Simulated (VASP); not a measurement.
Input of a VASP 6.6.1 run:

File INCAR:

```
PREC = Accurate
ENCUT = 520
EDIFF = 1E-7
ISMEAR = 0
SIGMA = 0.1
LREAL = False
LASPH = True
NELM = 100
ALGO = Fast
ISIF = 2
LWAVE = False
LCHARG = False
GGA = PE
NBANDS = 16
```

KPOINTS

```
regular mesh
0
Gamma
  4 4 4
```

POSCAR

```
LiMg6
1.0
    7.0678330952      0.0000000000      0.0000000000
    0.0000000000      7.0678330952      0.0000000000
    0.0000000000      0.0000000000      7.0678330952
Li Mg
1 6
Direct
    0.0000000000      0.0000000000      0.0000000000
    0.5000000000      0.5000000000      0.1961055496
    0.5000000000      0.5000000000      0.8038944504
    0.1961055496      0.5000000000      0.5000000000
    0.8038944504      0.5000000000      0.5000000000
    0.5000000000      0.1961055496      0.5000000000
    0.5000000000      0.8038944504      0.5000000000
```

Potentials or basis: VASP PAW PBE potentials, release 64 (Li_sv, Mg).

Run with:

```console
$ cat potpaw_PBE.64/Li_sv/POTCAR potpaw_PBE.64/Mg/POTCAR > POTCAR
$ mpirun -np 1 vasp_std > vasp.out
```

(1) Predict the largest force.

(2) Predict the band gap on the k mesh.

Answers

(1) 0.009 eV/Å.

(2) zero (an odd number of electrons rules out a gap without spin polarisation).
